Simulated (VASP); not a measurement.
# Pt (Fm-3m) in VASP: a series of runs, part 2 of 2

VASP 6.6.1. Earlier steps stand in the parts before.

## 5. Single point, PBEsol, collinear spin, ferromagnetic start

This run uses another cell than the first one, of 16.39 Å³/atom, 0.924 times its volume.

The input, INCAR:

```
PREC = Accurate
ENCUT = 520
EDIFF = 1E-6
ISMEAR = 0
SIGMA = 0.15
LREAL = False
LASPH = True
NELM = 150
ALGO = Normal
ISIF = 2
LWAVE = False
LCHARG = False
ISPIN = 2
MAGMOM = 0.3
LORBIT = 11
NUPDOWN = 0.3
LMAXMIX = 4
GGA = PS
NBANDS = 15
```

The input, KPOINTS:

```
Automatic mesh
0
Gamma
  22 22 22
```

The input, POSCAR:

```
Pt
1.0
    0.0000000000      2.0160787243      2.0160787243
    2.0160787243      0.0000000000      2.0160787243
    2.0160787243      2.0160787243      0.0000000000
Pt
1
Direct
    0.0000000000      0.0000000000      0.0000000000
```

Potentials or basis: VASP PAW PBE potentials, release 64 (Pt).

Started as:

```
cat potpaw_PBE.64/Pt/POTCAR > POTCAR
mpirun -np 1 vasp_std > vasp.out
```

OUTCAR:

```text
PREC = Accurate
   ENCUT = 520
   EDIFF = 1E-6
   ISMEAR = 0
   LREAL = False
   LASPH = True
   NELM = 150
   ISIF = 2
   ISPIN = 2
   LORBIT = 11
   NUPDOWN = 0.3
   GGA = PS

 ion  position               nearest neighbor table
   1  0.000  0.000  0.000-

  LATTYP: Found a face centered cubic cell.
 ALAT       =     4.0321574486

  Lattice vectors:

 A1 = (   0.0000000000,   2.0160787243,   2.0160787243)
 A2 = (   2.0160787243,   0.0000000000,   2.0160787243)
[... 1075 lines left out ...]
  -------------------------------------------------------------------------------------
  Total       -1.9978367     -1.9978367     -1.9978367     -0.0000000      0.0000000     -0.0000000
  in kB     -195.3071351   -195.3071351   -195.3071351     -0.0000000      0.0000000     -0.0000000
  external PRESSURE =    -195.3071351 kB  Pullay stress =       0.0000000 kB

 VOLUME and BASIS-vectors are now :
 -----------------------------------------------------------------------------
  energy-cutoff  :      520.00
  volume of cell :       16.39
      direct lattice vectors                 reciprocal lattice vectors
     0.000000000  2.016078724  2.016078724    -0.248006188  0.248006188  0.248006188
     2.016078724  0.000000000  2.016078724     0.248006188 -0.248006188  0.248006188
     2.016078724  2.016078724  0.000000000     0.248006188  0.248006188 -0.248006188

 POSITION                                       TOTAL-FORCE (eV/Angst)
 -----------------------------------------------------------------------------------
      0.00000      0.00000      0.00000         0.000000      0.000000      0.000000
 -----------------------------------------------------------------------------------
    total drift:                               -0.000000      0.000000     -0.000000

  FREE ENERGIE OF THE ION-ELECTRON SYSTEM (eV)
  ---------------------------------------------------
  free  energy   TOTEN  =        -6.8769966904 eV

  energy  without entropy=       -6.8565357166  energy(sigma->0) =       -6.86676620

 total charge

# of ion       s       p       d       tot
------------------------------------------
    1        0.591   0.515   7.974   9.081

 magnetization (x)

# of ion       s       p       d       tot
------------------------------------------
    1       -0.001  -0.004   0.304   0.299
```

OSZICAR:

```text
N       E                     dE             d eps       ncg     rms          rms(c)
DAV:   1     0.417898998329E+02    0.41790E+02   -0.47037E+03 19848   0.580E+02
DAV:   2    -0.658528045808E+01   -0.48375E+02   -0.46087E+02 25931   0.152E+02
DAV:   3    -0.733583417502E+01   -0.75055E+00   -0.74751E+00 26148   0.171E+01
DAV:   4    -0.733858030017E+01   -0.27461E-02   -0.27459E-02 24489   0.120E+00
DAV:   5    -0.733859974093E+01   -0.19441E-04   -0.19441E-04 26110   0.879E-02    0.106E+01
DAV:   6    -0.691449513343E+01    0.42410E+00   -0.96645E-01 28486   0.599E+00    0.535E+00
DAV:   7    -0.688075259261E+01    0.33743E-01   -0.11946E-01 28465   0.201E+00    0.251E+00
DAV:   8    -0.687726422095E+01    0.34884E-02   -0.21720E-03 24321   0.335E-01    0.109E+00
DAV:   9    -0.687702227826E+01    0.24194E-03   -0.23785E-04 27576   0.110E-01    0.194E-01
DAV:  10    -0.687699459401E+01    0.27684E-04   -0.44488E-05 25021   0.441E-02    0.118E-02
DAV:  11    -0.687699604835E+01   -0.14543E-05   -0.15437E-06 23539   0.676E-03    0.152E-02
DAV:  12    -0.687699669041E+01   -0.64206E-06   -0.33104E-07 19175   0.399E-03
   1 F= -.68769967E+01 E0= -.68667662E+01  d E =-.204610E-01  mag=     0.3000
```

stdout:

```text
POSCAR found type information on POSCAR Pt
 POSCAR found :  1 types and       1 ions
 scaLAPACK will be used
 -----------------------------------------------------------------------------
|                                                                             |
|                                                                             |
|     You enforced a specific xc type in the INCAR file but a different       |
|     I HOPE YOU KNOW WHAT YOU ARE DOING!                                     |
|                                                                             |
 -----------------------------------------------------------------------------

 LDA part: xc-table for (Slater+PW92), standard interpolation
 POSCAR, INCAR and KPOINTS ok, starting setup
 FFT: planning ... GRIDC
 FFT: planning ... GRID_SOFT
 FFT: planning ... GRID
 WAVECAR not read
 entering main loop
```

Wall time 1.8 min (1 thread of Intel Xeon Platinum 8259CL at 2.50GHz (Skylake/Cascade Lake), shared host); peak memory 0.24 GiB.

Results:

- Free energy: -6.8770 eV
- Pressure: -19.5 GPa
- Net moment: 0.30 μB per cell
- Site moments: Pt +0.30 μB
- Valence electrons inside the program's atomic spheres: Pt 9.08

Caveat: the PAW data sets were made with another functional, which shifts forces and pressure a little; the total moment is fixed, so each spin has its own Fermi level.

## 6. Single point, PBEsol, collinear spin, ferromagnetic start

This run uses another cell than the first one, of 16.39 Å³/atom, 0.924 times its volume.

The input, INCAR:

```
SYSTEM = Pt
PREC = Accurate ; ENCUT = 520
EDIFF = 1E-6 ; ISMEAR = 0
SIGMA = 0.15 ; LREAL = .FALSE.
LASPH = .TRUE. ; NELM = 150
ALGO = Fast ; ISIF = 2
LWAVE = .FALSE. ; LCHARG = .FALSE.
ISPIN = 2 ; MAGMOM = 0.1
LORBIT = 11 ; NUPDOWN = 0.1
LMAXMIX = 4 ; GGA = PS
NBANDS = 15
```

The input, KPOINTS:

```
Automatic mesh
0
G
  22 22 22
  0 0 0
```

POSCAR is that of step 5.

Potentials or basis: VASP PAW PBE potentials, release 64 (Pt).

Started as:

```
cat potpaw_PBE.64/Pt/POTCAR > POTCAR
mpirun -np 1 vasp_std > vasp.out
```

OUTCAR:

```text
SYSTEM = Pt
   PREC = Accurate
   ENCUT = 520
   EDIFF = 1E-6
   ISMEAR = 0
   LREAL = .FALSE.
   LASPH = .TRUE.
   NELM = 150
   ISIF = 2
   ISPIN = 2
   LORBIT = 11
   NUPDOWN = 0.1
   GGA = PS

 ion  position               nearest neighbor table
   1  0.000  0.000  0.000-

  LATTYP: Found a face centered cubic cell.
 ALAT       =     4.0321574486

  Lattice vectors:

 A1 = (   0.0000000000,   2.0160787243,   2.0160787243)
 A2 = (   2.0160787243,   0.0000000000,   2.0160787243)
 A3 = (   2.0160787243,   2.0160787243,   0.0000000000)

Analysis of symmetry for initial positions (statically):
=====================================================================
 Subroutine PRICEL returns:
 Original cell was already a primitive cell.

 Routine SETGRP: Setting up the symmetry group for a
 face centered cubic supercell.

 Subroutine GETGRP returns: Found 48 space group operations
 (whereof 48 operations were pure point group operations)
 out of a pool of 48 trial point group operations.

The static configuration has the point symmetry O_h .

[... 625 lines left out ...]
      3       6.2760      1.00000
      4       6.2760      1.00000
      5       8.1730      1.00000
      6       8.1730      1.00000
      7      24.3830      0.00000
      8      28.8736      0.00000
      9      28.8736      0.00000
     10      28.8736      0.00000
     11      33.8728      0.00000
     12      39.9161      0.00000
     13      39.9161      0.00000
     14      39.9161      0.00000
[... 403 lines left out ...]
      4       8.6344      1.00000
      5       9.5427      0.52197
      6      10.2328      0.00000
      7      15.0161      0.00000
      8      24.0423      0.00000
      9      27.6028      0.00000
     10      28.0492      0.00000
     11      36.2636      0.00000
     12      36.5187      0.00000
     13      37.7968      0.00000
     14      42.2509      0.00000
     15      42.4411      0.00000

 [... further k-points ...]
[... 5 lines left out ...]
  --------------------------------------------------------------------------------------
  -------------------------------------------------------------------------------------
  Total       -2.0305652     -2.0305652     -2.0305652      0.0000000      0.0000000     -0.0000000
  in kB     -198.5066555   -198.5066555   -198.5066555      0.0000000      0.0000000     -0.0000000
  external PRESSURE =    -198.5066555 kB  Pullay stress =       0.0000000 kB

 VOLUME and BASIS-vectors are now :
 -----------------------------------------------------------------------------
  energy-cutoff  :      520.00
  volume of cell :       16.39
      direct lattice vectors                 reciprocal lattice vectors
     0.000000000  2.016078724  2.016078724    -0.248006188  0.248006188  0.248006188
     2.016078724  0.000000000  2.016078724     0.248006188 -0.248006188  0.248006188
     2.016078724  2.016078724  0.000000000     0.248006188  0.248006188 -0.248006188

 POSITION                                       TOTAL-FORCE (eV/Angst)
 -----------------------------------------------------------------------------------
      0.00000      0.00000      0.00000        -0.000000      0.000000      0.000000
 -----------------------------------------------------------------------------------
    total drift:                               -0.000000      0.000000      0.000000

  FREE ENERGIE OF THE ION-ELECTRON SYSTEM (eV)
  ---------------------------------------------------
  free  energy   TOTEN  =        -6.8823843891 eV

  energy  without entropy=       -6.8594933376  energy(sigma->0) =       -6.87093886

 total charge

# of ion       s       p       d       tot
------------------------------------------
    1        0.591   0.515   7.975   9.081

 magnetization (x)

# of ion       s       p       d       tot
------------------------------------------
    1       -0.000  -0.001   0.102   0.100
```

stdout:

```text
POSCAR found type information on POSCAR Pt
 POSCAR found :  1 types and       1 ions
 scaLAPACK will be used
 -----------------------------------------------------------------------------
|                                                                             |
|                                                                             |
|     You enforced a specific xc type in the INCAR file but a different       |
|     I HOPE YOU KNOW WHAT YOU ARE DOING!                                     |
|                                                                             |
 -----------------------------------------------------------------------------

 LDA part: xc-table for (Slater+PW92), standard interpolation
 POSCAR, INCAR and KPOINTS ok, starting setup
 FFT: planning ... GRIDC
 FFT: planning ... GRID_SOFT
 FFT: planning ... GRID
 WAVECAR not read
 entering main loop
WARNING in EDDRMM: call to ZHEGV failed, returncode =   8  4     15
```

Run time: 1.9 min. Hardware: 1 thread of Intel Xeon Platinum 8259CL at 2.50GHz (Skylake/Cascade Lake), shared host; peak memory 0.24 GiB.

Results:

| Property | Result |
| --- | --- |
| Free energy | -6.8824 eV |
| Pressure | -19.9 GPa |
| Net moment | 0.10 μB per cell |
| Site moments | Pt +0.10 μB |
| Valence electrons inside the program's atomic spheres | Pt 9.08 |

Caveat: the PAW data sets were made with another functional, which shifts forces and pressure a little; the total moment is fixed, so each spin has its own Fermi level.

## 7. Summary

| fixed moment (μB) | cell | pressure (GPa) | moment (μB) |
| --- | --- | --- | --- |
| 0.15 | a = 2.928 Å, angles 60.0°, 1 atom | -30.4 | 0.15 |
| 0.5 | a = 2.851 Å, angles 60.0°, 1 atom | -18.9 | 0.50 |
| 0.4 | a = 2.851 Å, angles 60.0°, 1 atom | -19.2 | 0.40 |
| 0.3 | a = 2.851 Å, angles 60.0°, 1 atom | -19.5 | 0.30 |
| 0.1 | a = 2.851 Å, angles 60.0°, 1 atom | -19.9 | 0.10 |

Alike in all rows: task single point; level PBEsol; potentials or basis VASP PAW PBE potentials, release 64 (Pt); spin collinear, ferromagnetic start; k mesh 22 × 22 × 22; cutoff (eV) 520; smearing gaussian 0.15 eV.

Caveats: the PAW data sets were made with another functional, which shifts forces and pressure a little; the total moment is fixed, so each spin has its own Fermi level.

Absolute energies hang on the potentials; compare differences alone.
